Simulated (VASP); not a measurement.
# SiGe (P6_3mc) in VASP: a series of runs

The runs below take SiGe through single point, with r2SCAN.

Everything below comes from runs of VASP 6.6.1. Logs are shortened: lines on timing, memory, paths and dates and some standing lists are left out, and cuts for length are marked.

## Step 1: The cell of the first run

Symmetry: P6_3mc, No. 186, hexagonal system. The conventional cell has a = 4.122 Å, b = 4.122 Å, c = 5.791 Å, α = 90.00°, β = 90.00°, γ = 120.00°. Within 2.9 Å of Si (site symmetry 3m) lie 4 Ge at 2.17 to 2.49 Å. Within 2.9 Å of Ge (site symmetry 3m) lie 4 Si at 2.17 to 2.49 Å.

## Step 2: Single point, r2SCAN

File POSCAR:

```
SiGe
1.0
    4.1217233828      0.0000000000      0.0000000000
   -2.0608616914      3.5695171569      0.0000000000
    0.0000000000      0.0000000000      5.7909972084
Si Ge
2 2
Direct
    0.6666666667      0.3333333333      0.8744661518
    0.3333333333      0.6666666667      0.3744661518
    0.6666666667      0.3333333333      0.5005328482
    0.3333333333      0.6666666667      0.0005328482
```

File INCAR.step1:

```
SYSTEM = SiGe
PREC     = Accurate       ! precision mode
ENCUT    = 520            ! plane-wave cutoff, eV
ISMEAR   = 0              ! smearing method
SIGMA    = 0.05           ! smearing width, eV
LREAL    = .FALSE.        ! projectors in reciprocal space
LASPH    = .TRUE.         ! aspherical terms in the spheres
NELM     = 100            ! most SCF steps
NBANDS   = 26             ! bands
GGA      = PE             ! functional
ALGO     = Normal         ! electronic algorithm
EDIFF    = 1E-4           ! SCF threshold, eV
LWAVE    = .TRUE.         ! write WAVECAR
LCHARG   = .FALSE.        ! write CHGCAR
```

File INCAR.step2:

```
SYSTEM = SiGe
PREC     = Accurate       ! precision mode
ENCUT    = 520            ! plane-wave cutoff, eV
EDIFF    = 1E-6           ! SCF threshold, eV
ISMEAR   = 0              ! smearing method
SIGMA    = 0.05           ! smearing width, eV
LREAL    = .FALSE.        ! projectors in reciprocal space
LASPH    = .TRUE.         ! aspherical terms in the spheres
NELM     = 100            ! most SCF steps
ALGO     = Normal         ! electronic algorithm
ISIF     = 2              ! what is computed and relaxed
LWAVE    = .FALSE.        ! write WAVECAR
LCHARG   = .FALSE.        ! write CHGCAR
METAGGA  = R2SCAN         ! meta-GGA
LMIXTAU  = .TRUE.       
NBANDS   = 26             ! bands
ISTART   = 1
```

File KPOINTS:

```
regular mesh
0
G
  12 12 6
  0 0 0
```

Potentials or basis: VASP PAW PBE potentials, release 64 (Si, Ge_d).

The run is started by

```
$ cat potpaw_PBE.64/Si/POTCAR potpaw_PBE.64/Ge_d/POTCAR > POTCAR
$ cp INCAR.step1 INCAR
$ mpirun -np 1 vasp_std > vasp.out
$ cp INCAR.step2 INCAR
$ mpirun -np 1 vasp_std > vasp.out
```

OUTCAR:

```text
SYSTEM = SiGe
   PREC = Accurate
   ENCUT = 520
   EDIFF = 1E-6
   ISMEAR = 0
   LREAL = .FALSE.
   LASPH = .TRUE.
   NELM = 100
   ISIF = 2
   METAGGA = R2SCAN
   ISTART = 1

 ion  position               nearest neighbor table
   1  0.667  0.333  0.874-   3 2.17   4 2.49   4 2.49   4 2.49
   2  0.333  0.667  0.374-   4 2.17   3 2.49   3 2.49   3 2.49
   3  0.667  0.333  0.501-   1 2.17   2 2.49   2 2.49   2 2.49
   4  0.333  0.667  0.001-   2 2.17   1 2.49   1 2.49   1 2.49

  LATTYP: Found a hexagonal cell.
 ALAT       =     4.1217233828
 C/A-ratio  =     1.4049941422

  Lattice vectors:

 A1 = (   4.1217233828,   0.0000000000,   0.0000000000)
 A2 = (  -2.0608616914,   3.5695171569,   0.0000000000)
 A3 = (   0.0000000000,   0.0000000000,   5.7909972084)

Analysis of symmetry for initial positions (statically):
=====================================================================
 Subroutine PRICEL returns:
 Original cell was already a primitive cell.

 Routine SETGRP: Setting up the symmetry group for a
 hexagonal supercell.

 Subroutine GETGRP returns: Found 12 space group operations
 (whereof  6 operations were pure point group operations)
 out of a pool of 24 trial point group operations.

The static configuration has the point symmetry C_3v.
 The point group associated with its full space group is C_6v.

Analysis of symmetry for dynamics (positions and initial velocities):
=====================================================================
 Subroutine PRICEL returns:
 Original cell was already a primitive cell.

 Routine SETGRP: Setting up the symmetry group for a
 hexagonal supercell.

 Subroutine GETGRP returns: Found 12 space group operations
 (whereof  6 operations were pure point group operations)
 out of a pool of 24 trial point group operations.

The dynamic configuration has the point symmetry C_3v.
 The point group associated with its full space group is C_6v.

 Subroutine INISYM returns: Found 12 space group operations
 (whereof  6 operations are pure point group operations),
 and found     1 'primitive' translations

----------------------------------------------------------------------------------------

                                     Primitive cell

  volume of cell :      85.2004

  direct lattice vectors                    reciprocal lattice vectors
     4.121723383  0.000000000  0.000000000     0.242616961  0.140074968  0.000000000
    -2.060861691  3.569517157  0.000000000     0.000000000  0.280149935  0.000000000
     0.000000000  0.000000000  5.790997208     0.000000000  0.000000000  0.172681831

  length of vectors
     4.121723383  4.121723383  5.790997208     0.280149935  0.280149935  0.172681831

  position of ions in fractional coordinates (direct lattice)
     0.666666667  0.333333333  0.874466152
     0.333333333  0.666666667  0.374466152
     0.666666667  0.333333333  0.500532848
     0.333333333  0.666666667  0.000532848

  ion indices of the primitive-cell ions
   primitive index   ion index
                 1           1
                 2           2
                 3           3
                 4           4

----------------------------------------------------------------------------------------

 KPOINTS: regular mesh

Automatic generation of k-mesh.
 Grid dimensions read from file:
 generate k-points for:   12   12    6

 Generating k-lattice:

  Cartesian coordinates                     Fractional coordinates (reciprocal lattice)
     0.020218080  0.011672914  0.000000000     0.083333333  0.000000000  0.000000000
     0.000000000  0.023345828  0.000000000     0.000000000  0.083333333  0.000000000
     0.000000000  0.000000000  0.028780305     0.000000000  0.000000000  0.166666667

  Length of vectors
     0.023345828  0.023345828  0.028780305

  Shift w.r.t. Gamma in fractional coordinates (k-lattice)
     0.000000000  0.000000000  0.000000000

 Subroutine IBZKPT returns following result:
 ===========================================

 Found     76 irreducible k-points:

 Following reciprocal coordinates:
            Coordinates               Weight
  0.000000  0.000000  0.000000      1.000000
  0.083333 -0.000000  0.000000      6.000000
  0.166667  0.000000  0.000000      6.000000
  0.250000  0.000000  0.000000      6.000000
  0.333333 -0.000000  0.000000      6.000000
  0.416667  0.000000  0.000000      6.000000
[... 16 lines left out ...]
  0.250000  0.000000  0.166667     12.000000
  0.333333 -0.000000  0.166667     12.000000
 [... further k-points ...]
   k-points           NKPTS =     76   k-points in BZ     NKDIM =     76   number of bands    NBANDS=     26
   number of dos      NEDOS =    301   number of ions     NIONS =      4
   total plane-waves  NPLWV =  49152
   dimension x,y,z NGX =    32 NGY =   32 NGZ =   48
   dimension x,y,z NGXF=    64 NGYF=   64 NGZF=   96
   ions per type =               2   2
   NGX,Y,Z   is equivalent  to a cutoff of  12.91, 12.91, 13.78 a.u.
   NGXF,Y,Z  is equivalent  to a cutoff of  25.81, 25.81, 27.56 a.u.
 SYSTEM =  SiGe
   PREC   = accura    normal or accurate (medium, high low for compatibility)
   ISTART =      1    job   : 0-new  1-cont  2-samecut
   ICHARG =      0    charge: 1-file 2-atom 10-const
   ISPIN  =      1    spin polarized calculation?
   LNONCOLLINEAR =      F non collinear calculations
   LSORBIT =      F    spin-orbit coupling
   LASPH  =      T    aspherical Exc in radial PAW
   ENCUT  =  520.0 eV  38.22 Ry    6.18 a.u.   7.66  7.66 10.77*2*pi/ulx,y,z
   NELM   =    100;   NELMIN=  2; NELMDL=  0     # of ELM steps
   EDIFF  = 0.1E-05   stopping-criterion for ELM
   LREAL  =      F    real-space projection
   EDIFFG = 0.1E-04   stopping-criterion for IOM
   NSW    =      0    number of steps for IOM
   IBRION =     -1    ionic relax: 0-MD 1-quasi-New 2-CG
   NFREE  =      0    steps in history (QN), initial steepest desc. (CG)
   ISIF   =      2    stress and relaxation
   ISYM   =      2    0-nonsym 1-usesym 2-fastsym
   POTIM  = 0.5000    time-step for ionic-motion
   TEBEG  =    0.0;   TEEND  =   0.0 temperature during run
   PSTRESS=    0.0 pullay stress
   NELECT =      36.0000    total number of electrons
   NUPDOWN=      -1.0000    fix difference up-down
   EMIN   =  10.00;   EMAX   =-10.00  energy-range for DOS
   EFERMI =   0.00;   METHOD = LEGACY
   ISMEAR =     0;   SIGMA  =   0.05  broadening in eV -4-tet -1-fermi 0-gaus
   EFERMI_NEDOS =   21; number of points for ismear=-14 and -15
   IALGO  =     38    algorithm
   IMIX   =      4    mixing-type and parameters
     AMIX     =   0.40;   BMIX     =  1.00
     AMIX_MAG =   1.60;   BMIX_MAG =  1.00
  volume/ion in A,a.u.               =      21.30       143.74
  Fermi-wavevector in a.u.,A,eV,Ry     =   1.228462  2.321457 20.532813  1.509119
  Thomas-Fermi vector in A             =   2.363387
   LORBIT       =      0    0 simple, 1 ext, 2 COOP (PROOUT), +10 PAW based schemes
   METAGGA = R2SCAN    functional components
   LHFCALC =     F    Hartree Fock is set to
   AEXX    =    0.0000 exact exchange contribution
   IVDW    =     0    specifies the selected vdW correction
   LEPSILON=     F    determine dielectric tensor
   LRPA    =     F    only Hartree local field effects (RPA)
 non-spin polarized calculation
 Gauss-broadening in eV      SIGMA  =   0.05
  energy-cutoff  :      520.00
  volume of cell :       85.20
 maximum number of plane-waves:      2326
 NGX is ok and might be reduce to    32

 number of electron      36.0000009 magnetization

 Free energy of the ion-electron system (eV)
  ---------------------------------------------------
  ext. energy  EPLUGINS =         0.00000000
  ---------------------------------------------------
  free energy    TOTEN  =       -44.00179169 eV

  energy without entropy =      -44.00124374  energy(sigma->0) =      -44.00151771

 E-fermi :   5.2823     XC(G=0): -10.3519

 val. band max:        5.2715766141   @ k =   0.0833   0.0833   0.0000
 cond. band min:       5.3346774301   @ k =   0.0833  -0.0000   0.1667
 fundamental gap:      0.0631008160
 Fermi energy:         5.2823322804

 k-point     1 :       0.0000    0.0000    0.0000
  band No.  band energies     occupation
      1     -19.7913      2.00000
      2     -19.7862      2.00000
      3     -19.7509      2.00000
      4     -19.7509      2.00000
      5     -19.7457      2.00000
      6     -19.7457      2.00000
[... 18 lines left out ...]
     25      11.0313      0.00000
     26      11.6381      0.00000

 k-point     2 :       0.0833   -0.0000    0.0000
  band No.  band energies     occupation
      1     -19.7911      2.00000
      2     -19.7861      2.00000
      3     -19.7509      2.00000
      4     -19.7507      2.00000
      5     -19.7457      2.00000
      6     -19.7454      2.00000
[... 18 lines left out ...]
     25      11.0201      0.00000
     26      11.3307      0.00000

 k-point     3 :       0.1667    0.0000    0.0000
  band No.  band energies     occupation
      1     -19.7906      2.00000
      2     -19.7859      2.00000
      3     -19.7508      2.00000
      4     -19.7501      2.00000
      5     -19.7459      2.00000
      6     -19.7446      2.00000
[... 18 lines left out ...]
     25      11.2999      0.00000
     26      11.3975      0.00000

 k-point     4 :       0.2500    0.0000    0.0000
  band No.  band energies     occupation
      1     -19.7898      2.00000
      2     -19.7856      2.00000
      3     -19.7506      2.00000
      4     -19.7494      2.00000
      5     -19.7462      2.00000
      6     -19.7436      2.00000
[... 18 lines left out ...]
     25      11.7165      0.00000
     26      12.0985      0.00000
[... 496 lines left out ...]
      1     -19.7902      2.00000
      2     -19.7861      2.00000
      3     -19.7506      2.00000
      4     -19.7498      2.00000
      5     -19.7463      2.00000
      6     -19.7450      2.00000
[... 18 lines left out ...]
     25      10.9160      0.00000
     26      11.8455      0.00000

 k-point    23 :       0.2500    0.0000    0.1667
  band No.  band energies     occupation
      1     -19.7895      2.00000
      2     -19.7858      2.00000
      3     -19.7504      2.00000
      4     -19.7490      2.00000
      5     -19.7466      2.00000
      6     -19.7440      2.00000
[... 18 lines left out ...]
     25      11.8746      0.00000
     26      11.9022      0.00000

 k-point    24 :       0.3333   -0.0000    0.1667
  band No.  band energies     occupation
      1     -19.7888      2.00000
      2     -19.7856      2.00000
      3     -19.7500      2.00000
      4     -19.7484      2.00000
      5     -19.7469      2.00000
      6     -19.7429      2.00000
[... 18 lines left out ...]
     25      12.6334      0.00000
     26      12.9140      0.00000

 [... further k-points ...]

------------------------ aborting loop because EDIFF is reached ----------------------------------------

  FORCE on cell =-STRESS in cart. coord.  units (eV):
  Direction    XX          YY          ZZ          XY          YZ          ZX
  --------------------------------------------------------------------------------------
  -------------------------------------------------------------------------------------
  Total       -5.3334810     -5.3334810     17.5990703      0.0000000      0.0000000      0.0000000
  in kB     -100.2950879   -100.2950879    330.9471434      0.0000000      0.0000000      0.0000000
  external PRESSURE =      43.4523225 kB  Pullay stress =       0.0000000 kB

 VOLUME and BASIS-vectors are now :
 -----------------------------------------------------------------------------
  energy-cutoff  :      520.00
  volume of cell :       85.20
      direct lattice vectors                 reciprocal lattice vectors
     4.121723383  0.000000000  0.000000000     0.242616961  0.140074968  0.000000000
    -2.060861691  3.569517157  0.000000000     0.000000000  0.280149935  0.000000000
     0.000000000  0.000000000  5.790997208     0.000000000  0.000000000  0.172681831

 POSITION                                       TOTAL-FORCE (eV/Angst)
 -----------------------------------------------------------------------------------
      2.06086      1.18984      5.06403        -0.000000      0.000000      2.654322
     -0.00000      2.37968      2.16853        -0.000000     -0.000000      2.654322
      2.06086      1.18984      2.89858         0.000000     -0.000000     -2.654322
     -0.00000      2.37968      0.00309        -0.000000      0.000000     -2.654322
 -----------------------------------------------------------------------------------
    total drift:                               -0.000000     -0.000000     -0.004714

  FREE ENERGIE OF THE ION-ELECTRON SYSTEM (eV)
  ---------------------------------------------------
  free  energy   TOTEN  =       -44.0017916885 eV

  energy  without entropy=      -44.0012437391  energy(sigma->0) =      -44.00151771
```

Run time: 5.7 min. Hardware: 1 thread of AMD EPYC 9R45 (Zen 5), shared host; peak memory 0.27 GiB.

Results:

- Free energy: -44.0018 eV
- Pressure: 4.3 GPa
- Largest force: 2.654 eV/Å
- Band gap on the k mesh: zero (bands 18 and 19 overlap by 0.46 eV)

Forces on the atoms (eV/Å):
```
Si   0.000  0.000  2.654
Si   0.000  0.000  2.654
Ge   0.000  0.000 -2.654
Ge   0.000  0.000 -2.654
```

Levels at points of the mesh, in eV from the Fermi level:
| k point | band 16 | band 17 | band 18 | band 19 | band 20 | band 21 |
| --- | --- | --- | --- | --- | --- | --- |
| (0.00, 0.00, 0.00) | -0.72 | -0.28 | 0.39 | 0.39 | 1.49 | 1.49 |
| (0.50, 0.00, 0.00) | -3.72 | -3.18 | -0.93 | 0.07 | 2.83 | 3.10 |
| (0.00, 0.00, 0.50) | -1.40 | -1.40 | -1.40 | 0.75 | 0.75 | 3.08 |
| (0.50, 0.00, 0.50) | -2.72 | -1.91 | -1.91 | 1.04 | 1.04 | 3.27 |

Caveat: the stress differs along the axes, from -10 to 33 GPa; semilocal functionals underestimate gaps, and a narrow one can read as zero; the PAW data sets were made with another functional, which shifts forces and pressure a little.

## Step 3: Single point, r2SCAN

This run uses another cell than the first one, of the same volume but with other edges.

File POSCAR:

```
SiGe
1.0
    3.6741600324      0.0000000000      0.0000000000
   -1.8370800162      3.1819159256      0.0000000000
    0.0000000000      0.0000000000      7.2877741028
Si Ge
2 2
Direct
    0.6666666667      0.3333333333      0.8744661518
    0.3333333333      0.6666666667      0.3744661518
    0.6666666667      0.3333333333      0.5005328482
    0.3333333333      0.6666666667      0.0005328482
```

File INCAR.step1:

```
SYSTEM = SiGe
  PREC = Accurate
  ENCUT = 520
  ISMEAR = 0
  SIGMA = 0.05
  LREAL = .False.
  LASPH = .True.
  NELM = 80
  NBANDS = 26
  GGA = PE
  ALGO = Normal
  EDIFF = 1E-4
  LWAVE = .True.
  LCHARG = .False.
```

File INCAR.step2:

```
SYSTEM = SiGe
  PREC = Accurate
  ENCUT = 520
  EDIFF = 1E-7
  ISMEAR = 0
  SIGMA = 0.05
  LREAL = .False.
  LASPH = .True.
  NELM = 80
  ALGO = Normal
  ISIF = 2
  LWAVE = .False.
  LCHARG = .False.
  METAGGA = R2SCAN
  LMIXTAU = .True.
  NBANDS = 26
  ISTART = 1
```

File KPOINTS:

```
Automatic mesh
0
Gamma
  12 12 6
  0 0 0
```

Potentials or basis: VASP PAW PBE potentials, release 64 (Si, Ge_d).

The run is started by

```
$ cat potpaw_PBE.64/Si/POTCAR potpaw_PBE.64/Ge_d/POTCAR > POTCAR
$ cp INCAR.step1 INCAR
$ mpirun -np 1 vasp_std > vasp.out
$ cp INCAR.step2 INCAR
$ mpirun -np 1 vasp_std > vasp.out
```

It took 6.2 min on 1 thread of AMD EPYC 9R45 (Zen 5), shared host; peak memory 0.27 GiB.

It converged, with:

```yaml
Free_energy: -44.1122 eV
Pressure: 3.9 GPa
Largest_force: 0.883 eV/Å
Band_gap_on_the_k_mesh: zero (bands 18 and 19 overlap by 0.66 eV)
```

Forces on the atoms (eV/Å):
```
Si   0.000  0.000 -0.883
Si   0.000  0.000 -0.883
Ge   0.000  0.000  0.883
Ge   0.000  0.000  0.883
```

Stress tensor (GPa, compression positive):
```
 13.31   0.00   0.00
  0.00  13.31   0.00
  0.00   0.00 -15.04
```

Levels at points of the mesh, in eV from the Fermi level:
| k point | band 14 | band 15 | band 16 | band 17 | band 18 | band 19 | band 20 | band 21 | band 22 | band 23 |
| --- | --- | --- | --- | --- | --- | --- | --- | --- | --- | --- |
| (0.00, 0.00, 0.00) | -0.83 | -0.73 | -0.51 | -0.51 | 0.33 | 0.33 | 3.00 | 3.44 | 3.44 | 4.21 |
| (0.50, 0.00, 0.00) | -7.20 | -4.43 | -2.65 | -2.54 | -1.65 | 1.55 | 1.62 | 2.92 | 3.25 | 3.74 |
| (0.00, 0.00, 0.50) | -5.24 | -0.14 | -0.14 | -0.14 | -0.14 | 3.35 | 3.35 | 4.09 | 4.09 | 4.09 |
| (0.50, 0.00, 0.50) | -7.88 | -2.93 | -2.93 | -2.15 | -2.15 | 0.51 | 0.51 | 2.29 | 2.29 | 6.35 |

Caveat: the stress differs along the axes, from -15 to 13 GPa; semilocal functionals underestimate gaps, and a narrow one can read as zero; the PAW data sets were made with another functional, which shifts forces and pressure a little.

[end of part 1 of 2]

The gap in the log of VASP goes by the Fermi energy; the results here count the filled bands.